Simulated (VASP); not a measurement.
Set up this calculation in VASP 6.6.1, as the native input.

| Quantity | Value |
| --- | --- |
| Task | single point |
| Functional | PBEsol |
| Potentials or basis | VASP PAW PBE potentials, release 64 (Cu, Pt) |
| Cutoff | 600 eV |
| k mesh | 2 × 2 × 4 |
| Occupations | fermi-dirac, width 0.1 eV |
| Spin | no spin polarisation |
| Dipole correction | no |
| Further INCAR settings | LREAL = Auto; ALGO = Normal; EDIFF = 1e-06; NBANDS = 178 |

The structure of Cu4Pt27 lies in POSCAR:

```
Cu4Pt27
1.0
    0.0000000000      7.8128020000      7.8128020000
    7.8128020000      0.0000000000      7.8128020000
    3.9064010000      3.9064010000      0.0000000000
Cu Pt
4 27
Direct
    0.2500000000      0.2500000000      0.5000000000
    0.2500000000      0.7500000000      0.5000000000
    0.7500000000      0.2500000000      0.5000000000
    0.7500000000      0.7500000000      0.5000000000
    0.0000000000      0.0000000000      0.0000000000
    0.0000000000      0.2500000000      0.0000000000
    0.2500000000      0.0000000000      0.0000000000
    0.0000000000      0.2500000000      0.5000000000
    0.0000000000      0.0000000000      0.5000000000
    0.2500000000      0.2500000000      0.0000000000
    0.0000000000      0.5000000000      0.0000000000
    0.0000000000      0.7500000000      0.0000000000
    0.2500000000      0.5000000000      0.0000000000
    0.0000000000      0.7500000000      0.5000000000
    0.2500000000      0.5000000000      0.5000000000
    0.0000000000      0.5000000000      0.5000000000
    0.2500000000      0.7500000000      0.0000000000
    0.5000000000      0.0000000000      0.0000000000
    0.5000000000      0.2500000000      0.0000000000
    0.7500000000      0.0000000000      0.0000000000
    0.5000000000      0.2500000000      0.5000000000
    0.7500000000      0.0000000000      0.5000000000
    0.5000000000      0.0000000000      0.5000000000
    0.7500000000      0.2500000000      0.0000000000
    0.5000000000      0.5000000000      0.0000000000
    0.5000000000      0.7500000000      0.0000000000
    0.7500000000      0.5000000000      0.0000000000
    0.5000000000      0.7500000000      0.5000000000
    0.7500000000      0.5000000000      0.5000000000
    0.5000000000      0.5000000000      0.5000000000
    0.7500000000      0.7500000000      0.0000000000
```

These files were run (other wordings do the same):

INCAR

```
SYSTEM = Cu4Pt27
ALGO = Normal
EDIFF = 1E-6
ENCUT = 600
GGA = PS
GGA_COMPAT = .False.
ISIF = 2
ISMEAR = -1
KPAR = 4
LASPH = .True.
LCHARG = .False.
LREAL = Auto
LWAVE = .False.
NBANDS = 178
NELM = 120
PREC = Accurate
SIGMA = 0.1
```

KPOINTS

```
k-points
0
Gamma
  2 2 4
  0 0 0
```

Potentials or basis: VASP PAW PBE potentials, release 64 (Cu, Pt).

Command:

```console
$ cat potpaw_PBE.64/Cu/POTCAR potpaw_PBE.64/Pt/POTCAR > POTCAR
$ mpirun -np 4 vasp_std > vasp.out
```

Results of the run:

```
Pressure               : -7.1 GPa
Largest force          : 0.621 eV/Å
Band gap on the k mesh : zero (bands 157 and 158 overlap by 0.53 eV)
```

Caveat: the cell stands under tension; the PAW data sets were made with another functional, which shifts forces and pressure a little; spin-orbit coupling is left out, which moves the levels of the heavy elements.

It took 37 min on 4 MPI ranks on Intel(R) Xeon(R) Platinum 8259CL CPU @ 2.50GHz (Skylake/Cascade Lake), with other jobs on the host, peak memory 1.3 GiB a rank.
